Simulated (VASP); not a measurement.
# CdSe (F-43m) in VASP: further runs

CdSe is run at these levels: RPBE+D4, PBE exchange alone, PBE, LDA; tasks: single point, relaxation of cell and atoms.

All numbers are computed with VASP 6.6.1; they aren't measurements. Logs are shortened: lines on timing, memory, paths and dates and some standing lists are left out, and cuts for length are marked.

**1. The cell of the first run**

It takes space group F-43m (No. 216, cubic). The conventional cell has a = 6.114 Å, b = 6.114 Å, c = 6.114 Å, α = 90.00°, β = 90.00°, γ = 90.00°. Cd (site symmetry -43m) has 4 Se at 2.65 Å within 3.5 Å. Within 3.5 Å of Se (site symmetry -43m) lie 4 Cd at 2.65 Å.

**2. Single point, RPBE+D4**

File INCAR:

```
SYSTEM = CdSe
PREC = Accurate ; ENCUT = 520
EDIFF = 1E-7 ; ISMEAR = -1
SIGMA = 0.05 ; LREAL = .False.
LASPH = .True. ; NELM = 80
ALGO = Normal ; ISIF = 2
LWAVE = .False. ; LCHARG = .True.
GGA = RP ; IVDW = 13
LELF = .True. ; LVHAR = .True.
NBANDS = 16
```

File KPOINTS:

```
Automatic mesh
0
Gamma
  8 8 8
  0 0 0
```

File POSCAR:

```
CdSe
1.0
    0.0000000000      3.0571254509      3.0571254509
    3.0571254509      0.0000000000      3.0571254509
    3.0571254509      3.0571254509      0.0000000000
Cd Se
1 1
Direct
    0.0000000000      0.0000000000      0.0000000000
    0.2500000000      0.2500000000      0.2500000000
```

Potentials or basis: VASP PAW PBE potentials, release 64 (Cd, Se).

On the command line:

```bash
> cat potpaw_PBE.64/Cd/POTCAR potpaw_PBE.64/Se/POTCAR > POTCAR
> mpirun -np 1 vasp_std > vasp.out
```

OUTCAR:

```text
SYSTEM = CdSe
   PREC = Accurate
   ENCUT = 520
   EDIFF = 1E-7
   ISMEAR = -1
   LREAL = .False.
   LASPH = .True.
   NELM = 80
   ISIF = 2
   GGA = RP
   IVDW = 13

 ion  position               nearest neighbor table
   1  0.000  0.000  0.000-   2 2.65   2 2.65   2 2.65   2 2.65
   2  0.250  0.250  0.250-   1 2.65   1 2.65   1 2.65   1 2.65

  LATTYP: Found a face centered cubic cell.
 ALAT       =     6.1142509018

  Lattice vectors:

 A1 = (   0.0000000000,   3.0571254509,   3.0571254509)
 A2 = (   3.0571254509,   0.0000000000,   3.0571254509)
 A3 = (   3.0571254509,   3.0571254509,   0.0000000000)

Analysis of symmetry for initial positions (statically):
=====================================================================
 Subroutine PRICEL returns:
 Original cell was already a primitive cell.

 Routine SETGRP: Setting up the symmetry group for a
 face centered cubic supercell.

 Subroutine GETGRP returns: Found 24 space group operations
 (whereof 24 operations were pure point group operations)
 out of a pool of 48 trial point group operations.

The static configuration has the point symmetry T_d .

Analysis of symmetry for dynamics (positions and initial velocities):
=====================================================================
 Subroutine PRICEL returns:
 Original cell was already a primitive cell.

 Routine SETGRP: Setting up the symmetry group for a
 face centered cubic supercell.

 Subroutine GETGRP returns: Found 24 space group operations
 (whereof 24 operations were pure point group operations)
 out of a pool of 48 trial point group operations.

The dynamic configuration has the point symmetry T_d .

 Subroutine INISYM returns: Found 24 space group operations
 (whereof 24 operations are pure point group operations),
 and found     1 'primitive' translations

----------------------------------------------------------------------------------------

                                     Primitive cell

  volume of cell :      57.1439

  direct lattice vectors                    reciprocal lattice vectors
     0.000000000  3.057125451  3.057125451    -0.163552333  0.163552333  0.163552333
     3.057125451  0.000000000  3.057125451     0.163552333 -0.163552333  0.163552333
     3.057125451  3.057125451  0.000000000     0.163552333  0.163552333 -0.163552333

  length of vectors
     4.323428275  4.323428275  4.323428275     0.283280951  0.283280951  0.283280951

  position of ions in fractional coordinates (direct lattice)
     0.000000000  0.000000000  0.000000000
     0.250000000  0.250000000  0.250000000

  ion indices of the primitive-cell ions
   primitive index   ion index
                 1           1
                 2           2

----------------------------------------------------------------------------------------

 KPOINTS: Automatic mesh

Automatic generation of k-mesh.
 Grid dimensions read from file:
 generate k-points for:    8    8    8

 Generating k-lattice:

  Cartesian coordinates                     Fractional coordinates (reciprocal lattice)
    -0.020444042  0.020444042  0.020444042     0.125000000  0.000000000  0.000000000
     0.020444042 -0.020444042  0.020444042     0.000000000  0.125000000  0.000000000
     0.020444042  0.020444042 -0.020444042     0.000000000  0.000000000  0.125000000

  Length of vectors
     0.035410119  0.035410119  0.035410119

  Shift w.r.t. Gamma in fractional coordinates (k-lattice)
     0.000000000  0.000000000  0.000000000

 Subroutine IBZKPT returns following result:
 ===========================================

 Found     29 irreducible k-points:

 Following reciprocal coordinates:
            Coordinates               Weight
  0.000000  0.000000  0.000000      1.000000
  0.125000  0.000000  0.000000      8.000000
  0.250000  0.000000  0.000000      8.000000
  0.375000  0.000000  0.000000      8.000000
  0.500000  0.000000  0.000000      4.000000
  0.125000  0.125000  0.000000      6.000000
[... 16 lines left out ...]
  0.500000  0.250000  0.125000     48.000000
 -0.375000  0.250000  0.125000     24.000000
 [... further k-points ...]
   k-points           NKPTS =     29   k-points in BZ     NKDIM =     29   number of bands    NBANDS=     16
   number of dos      NEDOS =    301   number of ions     NIONS =      2
   total plane-waves  NPLWV =  32768
   dimension x,y,z NGX =    32 NGY =   32 NGZ =   32
   dimension x,y,z NGXF=    64 NGYF=   64 NGZF=   64
   ions per type =               1   1
   NGX,Y,Z   is equivalent  to a cutoff of  12.30, 12.30, 12.30 a.u.
   NGXF,Y,Z  is equivalent  to a cutoff of  24.61, 24.61, 24.61 a.u.
 SYSTEM =  CdSe
   PREC   = accura    normal or accurate (medium, high low for compatibility)
   ISTART =      0    job   : 0-new  1-cont  2-samecut
   ICHARG =      2    charge: 1-file 2-atom 10-const
   ISPIN  =      1    spin polarized calculation?
   LNONCOLLINEAR =      F non collinear calculations
   LSORBIT =      F    spin-orbit coupling
   LASPH  =      T    aspherical Exc in radial PAW
   ENCUT  =  520.0 eV  38.22 Ry    6.18 a.u.   8.04  8.04  8.04*2*pi/ulx,y,z
   NELM   =     80;   NELMIN=  2; NELMDL= -5     # of ELM steps
   EDIFF  = 0.1E-06   stopping-criterion for ELM
   LREAL  =      F    real-space projection
   EDIFFG = 0.1E-05   stopping-criterion for IOM
   NSW    =      0    number of steps for IOM
   IBRION =     -1    ionic relax: 0-MD 1-quasi-New 2-CG
   NFREE  =      0    steps in history (QN), initial steepest desc. (CG)
   ISIF   =      2    stress and relaxation
   ISYM   =      2    0-nonsym 1-usesym 2-fastsym
   POTIM  = 0.5000    time-step for ionic-motion
   TEBEG  =    0.0;   TEEND  =   0.0 temperature during run
   PSTRESS=    0.0 pullay stress
   NELECT =      18.0000    total number of electrons
   NUPDOWN=      -1.0000    fix difference up-down
   EMIN   =  10.00;   EMAX   =-10.00  energy-range for DOS
   EFERMI =   0.00;   METHOD = LEGACY
   ISMEAR =    -1;   SIGMA  =   0.05  broadening in eV -4-tet -1-fermi 0-gaus
   EFERMI_NEDOS =   21; number of points for ismear=-14 and -15
   IALGO  =     38    algorithm
   IMIX   =      4    mixing-type and parameters
     AMIX     =   0.40;   BMIX     =  1.00
     AMIX_MAG =   1.60;   BMIX_MAG =  1.00
  volume/ion in A,a.u.               =      28.57       192.81
  Fermi-wavevector in a.u.,A,eV,Ry     =   1.113890  2.104947 16.881449  1.240752
  Thomas-Fermi vector in A             =   2.250480
   LORBIT       =      0    0 simple, 1 ext, 2 COOP (PROOUT), +10 PAW based schemes
   GGA     = RP    functional components
   LHFCALC =     F    Hartree Fock is set to
   AEXX    =    0.0000 exact exchange contribution
   IVDW    =    13    specifies the selected vdW correction
   LEPSILON=     F    determine dielectric tensor
   LRPA    =     F    only Hartree local field effects (RPA)
 non-spin polarized calculation
  energy-cutoff  :      520.00
  volume of cell :       57.14
 maximum number of plane-waves:      1572
   NGX = 17   NGY = 17   NGZ = 17

 number of electron      18.0000006 magnetization

 Free energy of the ion-electron system (eV)
  ---------------------------------------------------
  ext. energy  EPLUGINS =         0.00000000
  ---------------------------------------------------
  free energy    TOTEN  =        -4.81673878 eV

  energy without entropy =       -4.81673456  energy(sigma->0) =       -4.81673667

 E-fermi :   1.3560     XC(G=0):  -8.5750

 val. band max:        0.9406271438   @ k =   0.0000   0.0000   0.0000
 cond. band min:       1.6923217901   @ k =   0.0000   0.0000   0.0000
 fundamental gap:      0.7516946463
 Fermi energy:         1.3560157212

 k-point     1 :       0.0000    0.0000    0.0000
  band No.  band energies     occupation
      1     -11.5178      2.00000
      2      -6.9465      2.00000
      3      -6.9465      2.00000
      4      -6.9465      2.00000
      5      -6.5916      2.00000
      6      -6.5916      2.00000
[... 8 lines left out ...]
     15      12.0152      0.00000
     16      12.0152      0.00000

 k-point     2 :       0.1250    0.0000    0.0000
  band No.  band energies     occupation
      1     -11.4668      2.00000
      2      -6.9302      2.00000
      3      -6.9302      2.00000
      4      -6.8982      2.00000
      5      -6.5924      2.00000
      6      -6.5924      2.00000
[... 8 lines left out ...]
     15      11.3183      0.00000
     16      11.6301      0.00000

 k-point     3 :       0.2500    0.0000    0.0000
  band No.  band energies     occupation
      1     -11.3426      2.00000
      2      -6.8945      2.00000
      3      -6.8945      2.00000
      4      -6.7370      2.00000
      5      -6.5893      2.00000
      6      -6.5893      2.00000
[... 8 lines left out ...]
     15      11.0845      0.00000
     16      11.3101      0.00000

 k-point     4 :       0.3750    0.0000    0.0000
  band No.  band energies     occupation
      1     -11.2172      2.00000
      2      -6.8660      2.00000
      3      -6.8660      2.00000
      4      -6.5772      2.00000
      5      -6.5772      2.00000
      6      -6.4716      2.00000
[... 8 lines left out ...]
     15      11.9448      0.00000
     16      11.9448      0.00000
[... 324 lines left out ...]
 k-point    22 :       0.3750    0.2500    0.1250
  band No.  band energies     occupation
      1     -11.2508      2.00000
      2      -6.8546      2.00000
      3      -6.8360      2.00000
      4      -6.6892      2.00000
      5      -6.5812      2.00000
      6      -6.5442      2.00000
[... 8 lines left out ...]
     15      12.5064      0.00000
     16      13.8013      0.00000

 k-point    23 :       0.5000    0.2500    0.1250
  band No.  band energies     occupation
      1     -11.1513      2.00000
      2      -6.8268      2.00000
      3      -6.8106      2.00000
      4      -6.6322      2.00000
      5      -6.5702      2.00000
      6      -6.3552      2.00000
[... 8 lines left out ...]
     15      12.9109      0.00000
     16      13.6740      0.00000

 k-point    24 :      -0.3750    0.2500    0.1250
  band No.  band energies     occupation
      1     -11.1102      2.00000
      2      -6.8214      2.00000
      3      -6.7992      2.00000
      4      -6.6084      2.00000
      5      -6.5756      2.00000
      6      -6.2204      2.00000
[... 8 lines left out ...]
     15      12.7211      0.00000
     16      13.6313      0.00000

 [... further k-points ...]

------------------------ aborting loop because EDIFF is reached ----------------------------------------

  DFT-D4 for vdW energy calculation

  Edisp (eV):   -1.16718

  FORCE on cell =-STRESS in cart. coord.  units (eV):
  Direction    XX          YY          ZZ          XY          YZ          ZX
  --------------------------------------------------------------------------------------
  -------------------------------------------------------------------------------------
  Total       0.10461     0.10461     0.10461     0.00000     0.00000     0.00000
  in kB       2.93295     2.93295     2.93295     0.00000     0.00000     0.00000
  external pressure =        2.93 kB  Pullay stress =        0.00 kB

 VOLUME and BASIS-vectors are now :
 -----------------------------------------------------------------------------
  energy-cutoff  :      520.00
  volume of cell :       57.14
      direct lattice vectors                 reciprocal lattice vectors
     0.000000000  3.057125451  3.057125451    -0.163552333  0.163552333  0.163552333
     3.057125451  0.000000000  3.057125451     0.163552333 -0.163552333  0.163552333
     3.057125451  3.057125451  0.000000000     0.163552333  0.163552333 -0.163552333

 POSITION                                       TOTAL-FORCE (eV/Angst)
 -----------------------------------------------------------------------------------
      0.00000      0.00000      0.00000         0.000000      0.000000      0.000000
      1.52856      1.52856      1.52856        -0.000000     -0.000000     -0.000000
 -----------------------------------------------------------------------------------
    total drift:                               -0.000001     -0.000001     -0.000001

  FREE ENERGIE OF THE ION-ELECTRON SYSTEM (eV)
  ---------------------------------------------------
  free  energy   TOTEN  =        -5.9839168178 eV

  energy  without entropy=       -5.9839125920  energy(sigma->0) =       -5.98391470
```

Wall time 42 s (1 thread of Intel Xeon 8259CL, shared host); peak memory 0.19 GiB.

Results:

```
Free energy                : -5.9839 eV
Pressure                   : 0.3 GPa
Band gap on the k mesh     : 0.75 eV
Dispersion energy per atom : -0.584 eV
```

Caveat: semilocal functionals underestimate gaps, and a narrow one can read as zero; the PAW data sets were made with another functional, which shifts forces and pressure a little.

**3. Single point, PBE exchange alone**

This run uses another cell than the first one, of 35.25 Å³/atom.

File INCAR:

```
PREC     = Accurate       # precision mode
ENCUT    = 520            # plane-wave cutoff, eV
EDIFF    = 1E-6           # SCF threshold, eV
ISMEAR   = -1             # smearing method
SIGMA    = 0.05           # smearing width, eV
LREAL    = F              # projectors in reciprocal space
LASPH    = T              # aspherical terms in the spheres
NELM     = 80             # most SCF steps
ALGO     = Normal         # electronic algorithm
ISIF     = 2              # what is computed and relaxed
LWAVE    = F              # write WAVECAR
LCHARG   = F              # write CHGCAR
GGA      = PE             # functional
ALDAC    = 0.0          
AGGAC    = 0.0          
NBANDS   = 16             # bands
```

File KPOINTS:

```
regular mesh
0
Gamma
  8 8 8
```

File POSCAR:

```
CdSe
1.0
    0.0000000000      3.2789757449      3.2789757449
    3.2789757449      0.0000000000      3.2789757449
    3.2789757449      3.2789757449      0.0000000000
Cd Se
1 1
Direct
    0.0000000000      0.0000000000      0.0000000000
    0.2500000000      0.2500000000      0.2500000000
```

Potentials or basis: VASP PAW PBE potentials, release 64 (Cd, Se).

On the command line:

```bash
> cat potpaw_PBE.64/Cd/POTCAR potpaw_PBE.64/Se/POTCAR > POTCAR
> mpirun -np 1 vasp_std > vasp.out
```

Wall time 52 s (1 thread of Intel Xeon 8259CL, shared host); peak memory 0.22 GiB.

The run converged. Its results:

```
Free energy            : -3.6452 eV
Pressure               : 0.2 GPa
Band gap on the k mesh : 0.06 eV
```

Levels at points of the mesh, in eV from the valence-band top:
```tsv
k point	band 5	band 6	band 7	band 8	band 9	band 10	band 11	band 12	band 13	band 14
(0.00, 0.00, 0.00)	-7.15	-7.15	0.00	0.00	0.00	0.06	5.80	5.80	5.80	8.86
(0.50, 0.00, 0.00)	-7.14	-7.00	-3.29	-0.49	-0.49	1.98	6.25	6.25	6.62	9.46
(0.50, 0.50, 0.00)	-7.12	-6.97	-3.20	-1.22	-1.22	3.29	3.44	8.20	8.82	8.82
```

Caveat: the smearing spreads over this small gap; semilocal functionals underestimate gaps, and a narrow one can read as zero.

**4. Single point, PBE**

This run uses another cell than the first one, of 28.94 Å³/atom.

File INCAR:

```
PREC = Accurate
ENCUT = 520
EDIFF = 1E-6
ISMEAR = -1
SIGMA = 0.05
LREAL = F
LASPH = T
NELM = 60
ALGO = Normal
ISIF = 2
LWAVE = F
LCHARG = T
GGA = PE
LELF = T
LVHAR = T
NBANDS = 16
```

File KPOINTS:

```
regular mesh
0
Gamma
  10 10 10
```

File POSCAR:

```
CdSe
1.0
    0.0000000000      3.0702711986      3.0702711986
    3.0702711986      0.0000000000      3.0702711986
    3.0702711986      3.0702711986      0.0000000000
Cd Se
1 1
Direct
    0.0000000000      0.0000000000      0.0000000000
    0.2500000000      0.2500000000      0.2500000000
```

On the command line:

```bash
> cat potpaw_PBE.64/Cd/POTCAR potpaw_PBE.64/Se/POTCAR > POTCAR
> mpirun -np 1 vasp_std > vasp.out
```

Run time: 51 s. Hardware: 1 thread of Intel Xeon 8259CL, shared host; peak memory 0.2 GiB.

The run converged. Its results:

| Quantity | Value |
| --- | --- |
| Free energy | -5.4911 eV |
| Pressure | 1.6 GPa |
| Band gap on the k mesh | 0.55 eV |

Levels at points of the mesh, in eV from the valence-band top:
| k point | band 5 | band 6 | band 7 | band 8 | band 9 | band 10 | band 11 | band 12 | band 13 | band 14 |
| --- | --- | --- | --- | --- | --- | --- | --- | --- | --- | --- |
| (0.00, 0.00, 0.00) | -7.50 | -7.50 | 0.00 | 0.00 | 0.00 | 0.55 | 5.93 | 5.93 | 5.93 | 9.67 |
| (0.50, 0.00, 0.00) | -7.48 | -7.22 | -4.22 | -0.71 | -0.71 | 2.36 | 6.44 | 6.44 | 7.34 | 9.97 |
| (0.50, 0.50, 0.00) | -7.44 | -7.16 | -3.95 | -1.76 | -1.76 | 3.19 | 3.73 | 8.98 | 10.05 | 10.05 |

Caveat: semilocal functionals underestimate gaps, and a narrow one can read as zero.

**5. Relaxation of cell and atoms, LDA**

This run uses another cell than the first one, of 28.94 Å³/atom.

File INCAR:

```
SYSTEM = CdSe
ALGO = Normal
EDIFF = 1E-7
EDIFFG = -0.01
ENCUT = 600
GGA = CA
IBRION = 2
ISIF = 3
ISMEAR = -1
LASPH = .True.
LCHARG = .False.
LREAL = .False.
LWAVE = .False.
NELM = 80
NSW = 60
PREC = Accurate
SIGMA = 0.05
```

File KPOINTS:

```
k-points
0
Gamma
  8 8 8
  0 0 0
```

POSCAR is that of step 4.

Potentials or basis: VASP PAW LDA potentials, release 64 (Cd, Se).

On the command line:

```bash
> cat potpaw_LDA.64/Cd/POTCAR potpaw_LDA.64/Se/POTCAR > POTCAR
> mpirun -np 1 vasp_std > vasp.out
```

It took 89 s on 1 thread of Intel Xeon 8259CL, shared host; peak memory 0.2 GiB.

The run converged. Its results:

* Free energy: -6.7629 eV
* Relaxed volume: 27.31 Å³/atom
* Relaxed cell: a = 4.259 Å, b = 4.259 Å, c = 4.259 Å, α = 60.00°, β = 60.00°, γ = 60.00°
* Space group after relaxing (to 0.1 Å): F-43m (No. 216)
* Energy gained by relaxing: 15.8 meV/atom
* Ionic steps: 3
* Pressure after relaxing: 0.0 GPa
* Band gap on the k mesh: 0.42 eV

Step by step:
```csv
step,energy change (eV),largest force (eV/Å),pressure (GPa),volume (Å³)
1,0.0000,0.0000,-2.93,57.88
2,-0.0277,0.0000,1.20,53.56
3,-0.0316,0.0000,0.00,54.62
```

Final structure:
```yaml
crystal:
  lattice:
    - [0.00000, 3.01139, 3.01139]
    - [3.01139, 0.00000, 3.01139]
    - [3.01139, 3.01139, 0.00000]
  atoms:
    - { symbol: Cd, position: [0.00000, 0.00000, 0.00000] }
    - { symbol: Se, position: [0.25000, 0.25000, 0.25000] }
```

Levels at points of the mesh, in eV from the valence-band top:
| k point | band 5 | band 6 | band 7 | band 8 | band 9 | band 10 | band 11 | band 12 | band 13 |
| --- | --- | --- | --- | --- | --- | --- | --- | --- | --- |
| (0.00, 0.00, 0.00) | -7.65 | -7.65 | 0.00 | 0.00 | 0.00 | 0.42 | 5.80 | 5.80 | 5.80 |
| (0.50, 0.00, 0.00) | -7.62 | -7.33 | -4.66 | -0.81 | -0.81 | 2.23 | 6.32 | 6.32 | 7.28 |
| (0.50, 0.50, 0.00) | -7.58 | -7.27 | -4.30 | -1.99 | -1.99 | 2.88 | 3.64 | 9.02 | 10.20 |

Caveat: semilocal functionals underestimate gaps, and a narrow one can read as zero.

[end of part 1 of 2]

The gap in the log of VASP goes by the Fermi energy; the results here count the filled bands.